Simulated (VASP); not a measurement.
Write the native input for VASP 6.6.1 that does the following.

```yaml
Task: single point
Functional: PBE
Potentials_or_basis: VASP PAW PBE potentials, release 64 (Ca_sv, Li_sv, Cl)
Cutoff: 750 eV
k_mesh: 4 × 4 × 4
Occupations: methfessel-paxton, width 0.02 eV
Spin: no spin polarisation
Dipole_correction: no
Further_INCAR_settings: ALGO = Normal; EDIFF = 1e-06; NBANDS = 25
```

The structure of LiCaCl3 lies in POSCAR:

```
LiCaCl3
1.0
    4.7312348795      0.0000000000      0.0000000000
    0.0000000000      4.7312348795      0.0000000000
    0.0000000000      0.0000000000      4.7312348795
Ca Li Cl
1 1 3
Direct
    0.0000000000      0.0000000000      0.0000000000
    0.5000000000      0.5000000000      0.5000000000
    0.5000000000      0.5000000000      0.0000000000
    0.0000000000      0.5000000000      0.5000000000
    0.5000000000      0.0000000000      0.5000000000
```

These files were run (other wordings do the same):

INCAR

```
ALGO = Normal
EDIFF = 1E-6
ENCUT = 750
GGA = PE
GGA_COMPAT = F
ISIF = 2
ISMEAR = 1
LASPH = T
LCHARG = T
LELF = T
LREAL = F
LVHAR = T
LWAVE = F
NBANDS = 25
NELM = 120
PREC = Accurate
SIGMA = 0.02
```

KPOINTS

```
k-points
0
Gamma
  4 4 4
```

Potentials or basis: VASP PAW PBE potentials, release 64 (Ca_sv, Li_sv, Cl).

Command:

```sh
$ cat potpaw_PBE.64/Ca_sv/POTCAR potpaw_PBE.64/Li_sv/POTCAR potpaw_PBE.64/Cl/POTCAR > POTCAR
$ mpirun -np 1 vasp_std > vasp.out
```

It gave:

```
Pressure               : 0.0 GPa
Band gap on the k mesh : 3.40 eV, indirect (least direct gap 3.64 eV)
```

It took 70 s on 1 thread of Intel Xeon 8259CL (shared host), peak memory 0.27 GiB.
